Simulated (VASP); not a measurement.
Set up this calculation in VASP 6.6.1, as the native input.

| Quantity | Value |
| --- | --- |
| Task | single point |
| Functional | PBE |
| Potentials or basis | VASP PAW PBE potentials, release 64 (Te, Sn_d) |
| Cutoff | 520 eV |
| k mesh | 8 × 8 × 8 |
| Occupations | gaussian, width 0.02 eV |
| Spin | no spin polarisation |
| Dipole correction | no |
| Further INCAR settings | ALGO = Normal; EDIFF = 1e-07; NBANDS = 24 |

The structure of SnTe3 lies in POSCAR:

```
SnTe3
1.0
    0.0000000000      3.8222141211      3.8222141211
    3.8222141211      0.0000000000      3.8222141211
    3.8222141211      3.8222141211      0.0000000000
Te Sn
3 1
Direct
    0.5000000000      0.5000000000      0.5000000000
    0.7500000000      0.7500000000      0.7500000000
    0.2500000000      0.2500000000      0.2500000000
    0.0000000000      0.0000000000      0.0000000000
```

One way to write it, as run:

INCAR

```
SYSTEM = SnTe3
  PREC = Accurate
  ENCUT = 520
  EDIFF = 1E-7
  ISMEAR = 0
  SIGMA = 0.02
  LREAL = .FALSE.
  LASPH = .TRUE.
  NELM = 100
  ALGO = Normal
  ISIF = 2
  LWAVE = .FALSE.
  LCHARG = .FALSE.
  GGA = PE
  NBANDS = 24
```

KPOINTS

```
regular mesh
0
G
  8 8 8
  0 0 0
```

Potentials or basis: VASP PAW PBE potentials, release 64 (Te, Sn_d).

The run is started by

```sh
$ cat potpaw_PBE.64/Te/POTCAR potpaw_PBE.64/Sn_d/POTCAR > POTCAR
$ mpirun -np 1 vasp_std > vasp.out
```

Results of the run:

```json
{
  "Pressure": "1.7 GPa",
  "Band gap on the k mesh": "zero (bands 16 and 17 overlap by 2.32 eV)"
}
```

Caveat: spin-orbit coupling is left out, which moves the levels of the heavy elements.

Run time: 39 s on 1 thread of Intel(R) Xeon(R) 6975P-C (Granite Rapids), with other jobs on the host, peak memory 0.27 GiB.
